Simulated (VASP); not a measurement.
Ge: single point with PBEsol

Crystal: Ge.

```xyz
4
Lattice="2.9879 0.0000 0.0000 -1.4940 2.5876 0.0000 0.0000 0.0000 9.5534" Properties=species:S:1:pos:R:3 pbc="T T T"
Ge    0.0000    0.0000    9.5534
Ge    0.0000    0.0000    4.7767
Ge    0.0000    1.7251    2.3883
Ge    1.4940    0.8625    7.1650
```

This isn't the form of Ge at room conditions, which is diamond.

```
Program                : VASP 6.6.1
Task                   : single point
Functional             : PBEsol
Potentials or basis    : VASP PAW PBE potentials, release 64 (Ge_d)
Cutoff                 : 520 eV
k mesh                 : 12 × 12 × 4
Occupations            : fermi-dirac, width 0.1 eV
Spin                   : no spin polarisation
Dipole correction      : no
Further INCAR settings : ALGO = Normal; EDIFF = 1e-06; NBANDS = 36
```

The pressure is 0.1 GPa and the band gap on the k mesh is zero (bands 28 and 29 overlap by 9.92 eV).

Levels at points of the mesh, in eV from the Fermi level:
| k point | band 26 | band 27 | band 28 | band 29 | band 30 | band 31 |
| --- | --- | --- | --- | --- | --- | --- |
| (0.00, 0.00, 0.00) | 1.60 | 1.61 | 6.70 | 6.70 | 7.54 | 7.54 |
| (0.50, 0.00, 0.00) | -5.04 | -2.11 | -1.67 | -0.43 | 0.52 | 2.48 |
| (0.00, 0.00, 0.50) | -2.75 | 6.45 | 6.45 | 6.96 | 6.96 | 6.96 |
| (0.50, 0.00, 0.50) | -4.11 | -3.51 | -3.51 | 1.94 | 1.94 | 2.90 |

It took 87 s on 1 thread of Intel(R) Xeon(R) Platinum 8488C (Sapphire Rapids), with other jobs on the host, peak memory 0.25 GiB.

Caveat: the PAW data sets were made with another functional, which shifts forces and pressure a little.
